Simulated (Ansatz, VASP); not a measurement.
InO in VASP and in Ansatz

INCAR

```
PREC = Accurate ; ENCUT = 520
EDIFF = 1E-6 ; ISMEAR = 0
SIGMA = 0.03 ; LREAL = False
LASPH = True ; NELM = 100
ALGO = Normal ; ISIF = 2
LWAVE = False ; LCHARG = False
GGA = CA ; NBANDS = 27
```

File KPOINTS:

```
regular mesh
0
Gamma
  12 12 2
```

The input POSCAR:

```
InO
1.0
    3.4536138013      0.0000000000      0.0000000000
   -1.7268069007      2.9909172868      0.0000000000
    0.0000000000      0.0000000000     15.4801725000
In O
2 2
Direct
    0.6666666667      0.3333333333      0.5900210000
    0.6666666667      0.3333333333      0.4099790000
    0.0000000000      0.0000000000      0.6398670000
    0.0000000000      0.0000000000      0.3601330000
```

Input for Ansatz:

```yaml
crystal:
  lattice:
    - [3.4536138013, 0.0, 0.0]
    - [-1.7268069007, 2.9909172868, 0.0]
    - [0.0, 0.0, 15.4801725]
  atoms:
    - { symbol: In, position: [0.6666666667, 0.3333333333, 0.590021] }
    - { symbol: In, position: [0.6666666667, 0.3333333333, 0.409979] }
    - { symbol: O, position: [0.0, 0.0, 0.639867] }
    - { symbol: O, position: [0.0, 0.0, 0.360133] }
basis:
  ecutwfc: 420
kpoints:
  mp_grid: { grid: [12, 12, 2] }
hamiltonian:
  xc: lda
scf:
  occupations: { method: gaussian, width: 0.03 }
output:
  forces: true
  stress: true
  eigenvalues: true
```

Change from the starting cell: strain +0.000 along x and y, -0.025 along z, atoms carried along.

Alike in both runs: task single point; functional LDA; k mesh 12 × 12 × 2; occupations gaussian, width 0.03 eV; no spin polarisation.

|  | VASP | Ansatz |
| --- | --- | --- |
| version | VASP 6.6.1 | Ansatz 0.2.0 |
| potentials or method | VASP PAW LDA potentials, release 64 (In_d, O), cutoff 520 eV | scalar-relativistic, plane waves, PAW |
| valence electrons in the cell | 38 | 38 |

|  | VASP | Ansatz | Ansatz less VASP |
| --- | --- | --- | --- |
| gap on the k mesh at the Fermi level (eV) | 0.37 | 0.37 | +0.006 |
| least direct gap on the mesh (eV) | 1.04 | 1.04 | -0.004 |
| rms of the force components (eV/Å) | 0.200 | 0.215 | +0.0155 |

LDA's correlation is that of Perdew and Zunger in VASP and of Perdew and Wang (1992) in Ansatz. Atom by atom the forces differ by 0.016 eV/Å (rms over components).
